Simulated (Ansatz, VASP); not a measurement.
# Two plane-wave programs on BiH

```
CELL_PARAMETERS angstrom
0.00000 2.71533 2.71567
2.33160 0.00000 2.71567
2.33160 2.71533 0.00000
ATOMIC_POSITIONS crystal
Bi 0.00000 0.00000 0.00000
H 0.50000 0.50000 0.50000
```

Alike in both runs: functional PBE; k mesh 6 × 6 × 6; occupations gaussian, width 0.1 eV; no spin polarisation.

Ansatz relaxed the structure, and its values are those at the end. VASP's run is a single point on that final structure, the one shown.

|  | VASP | Ansatz |
| --- | --- | --- |
| version | VASP 6.6.1 | Ansatz 0.2.0 |
| potentials or method | VASP PAW PBE potentials, release 64 (Bi_d, H), cutoff 520 eV | scalar-relativistic, plane waves, PAW |
| valence electrons in the cell | 16 | 16 |

```tsv
	VASP	Ansatz	Ansatz less VASP
gap on the k mesh at the Fermi level (eV)	none	none	-
pressure (GPa)	0.0	0.0	+0.04
```

A gap of «none» marks a metal or a gap that the smearing closes. With one functional, cell and mesh, what is left measures potentials, basis and numerics.

Spin-orbit coupling is off throughout.
